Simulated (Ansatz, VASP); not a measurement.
# One calculation of GaN, two programs

File INCAR:

```
SYSTEM = GaN
ALGO     = Normal         ! electronic algorithm
EDIFF    = 1E-6           ! SCF threshold, eV
ENCUT    = 600            ! plane-wave cutoff, eV
GGA      = PE             ! functional
GGA_COMPAT= .False.      
ISIF     = 2              ! what is computed and relaxed
ISMEAR   = 0              ! smearing method
LASPH    = .True.         ! aspherical terms in the spheres
LCHARG   = .False.        ! write CHGCAR
LREAL    = .False.        ! projectors in reciprocal space
LWAVE    = .False.        ! write WAVECAR
NBANDS   = 16             ! bands
NELM     = 120            ! most SCF steps
PREC     = Accurate       ! precision mode
SIGMA    = 0.01           ! smearing width, eV
```

File KPOINTS:

```
k-points
0
Gamma
  5 5 5
  0 0 0
```

POSCAR

```
GaN
1.0
    0.0000000000      2.2535000000      2.2535000000
    2.2535000000      0.0000000000      2.2535000000
    2.2535000000      2.2535000000      0.0000000000
Ga N
1 1
Direct
   -0.0001288987      0.0007778192      0.0012940569
    0.7506416219      0.7461282278      0.7435585338
```

Input for Ansatz:

```yaml
crystal:
  lattice:
    - [0.0, 2.2535, 2.2535]
    - [2.2535, 0.0, 2.2535]
    - [2.2535, 2.2535, 0.0]
  atoms:
    - { symbol: Ga, position: [-0.0001288986542410882, 0.0007778191790788471, 0.0012940569167998318] }
    - { symbol: "N", position: [0.7506416218692317, 0.7461282277629108, 0.7435585337596546] }
basis:
  ecutwfc: 557.833418042754
kpoints:
  mp_grid:
    grid: [5, 5, 5]
hamiltonian:
  xc: pbe
  pseudopotentials:
    kind: paw
scf:
  occupations:
    method: fixed
output:
  forces: true
```

Alike in both runs: task single point; functional PBE; k mesh 5 × 5 × 5; no spin polarisation.

```csv
,VASP,Ansatz
version,VASP 6.6.1,Ansatz 0.2.0
potentials or method,"VASP PAW PBE potentials, release 64 (Ga_d, N), cutoff 600 eV","plane waves, PAW"
occupations,"gaussian, width 0.01 eV",fixed
valence electrons in the cell,18,18
```

```csv
,VASP,Ansatz,Ansatz less VASP
rms of the force components (eV/Å),0.225,0.228,+0.0034
```

Atom by atom the forces differ by 0.003 eV/Å (rms over components).

The k mesh is coarse, so the values compare programs but aren't converged.
